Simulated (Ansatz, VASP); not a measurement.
**TiSi in VASP and in Ansatz**

```
Ti Si
1.0
     0.00000    2.68334    2.68334
     2.68334    0.00000    2.68334
     2.68334    2.68334    0.00000
Ti Si
1 1
Cartesian
  0.0000 0.0000 0.0000
  1.3417 1.3417 1.3417
```

Alike in both runs: task relaxation of cell and atoms; functional r2SCAN; k mesh 6 × 6 × 6; occupations gaussian, width 0.1 eV; no spin polarisation.

|  | VASP | Ansatz |
| --- | --- | --- |
| version | VASP 6.6.1 | Ansatz 0.2.0 |
| potentials or method | VASP PAW PBE potentials, release 64 (Ti_sv, Si), cutoff 600 eV | scalar-relativistic, plane waves, PAW |
| valence electrons in the cell | 16 | 16 |

```tsv
	VASP	Ansatz	Ansatz less VASP
gap on the k mesh at the Fermi level, each at its own relaxed structure (eV)	0.35	0.34	-0.006
relaxed volume (Å³/atom)	24.33	24.26	-0.070
relaxed length of the cell vector where the two differ most in proportion (Å)	4.098	4.094	-0.0039
```

VASP's potentials were made for PBE, not for r2SCAN.

Noted on VASP's run: the volume moved by over 15 % at a fixed basis, so the end points are rough.
